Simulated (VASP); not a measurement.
Crystal: RbTl2N.

```
Rb Tl N
1.0
     3.85909    0.00000    0.00000
    -1.92954    3.34207    0.00000
     0.00000    0.00000   15.05733
Rb Tl N
2 4 2
Direct
  0.66667 0.33333 0.75000
  0.33333 0.66667 0.25000
  0.66667 0.33333 0.08559
  0.33333 0.66667 0.91441
  0.33333 0.66667 0.58559
  0.66667 0.33333 0.41441
  0.00000 0.00000 0.50000
  0.00000 0.00000 0.00000
```

- Program: VASP 6.6.1
- Task: relaxation of cell and atoms
- Functional: PBE
- Potentials or basis: VASP PAW PBE potentials, release 64 (Rb_sv, Tl_d, N)
- Cutoff: 600 eV
- k mesh: 4 × 4 × 1
- Occupations: gaussian, width 0.15 eV
- Spin: no spin polarisation

At the start: pressure 4.7 GPa; volume 24.27 Å³/atom.

**Question.** Where does the relaxation end?

**Answer.** Over 8 steps the energy falls by 92.9 meV/atom and the volume is 27.89 Å³/atom (+14.9 %); space group P6_3/mmc (No. 194, to 0.05 Å).

Step by step:
```csv
step,energy change (eV),largest force (eV/Å),pressure (GPa),volume (Å³)
1,0.0000,0.7646,4.72,194.20
2,-0.4737,0.7219,0.10,214.94
3,-0.5068,0.7212,-1.16,223.58
4,-0.6511,0.3499,-0.63,222.18
5,-0.7148,0.0928,0.12,220.59
6,-0.7153,0.1441,0.21,220.41
7,-0.7351,0.1028,-0.06,221.65
8,-0.7435,0.0457,-0.36,223.13
```

Final structure:
```
Rb Tl N
1.0
     3.86511    0.00000    0.00000
    -1.93256    3.34728    0.00000
     0.00000    0.00000   17.24633
Rb Tl N
2 4 2
Direct
  0.66667 0.33333 0.75000
  0.33333 0.66667 0.25000
  0.66667 0.33333 0.07580
  0.33333 0.66667 0.92420
  0.33333 0.66667 0.57580
  0.66667 0.33333 0.42420
  0.00000 0.00000 0.50000
  0.00000 0.00000 0.00000
```

Caveat: the k points lie up to 0.47 Å⁻¹ apart in the final cell; the relaxation stopped at a loose force limit of 0.08 eV/Å, so its end isn't a converged minimum.
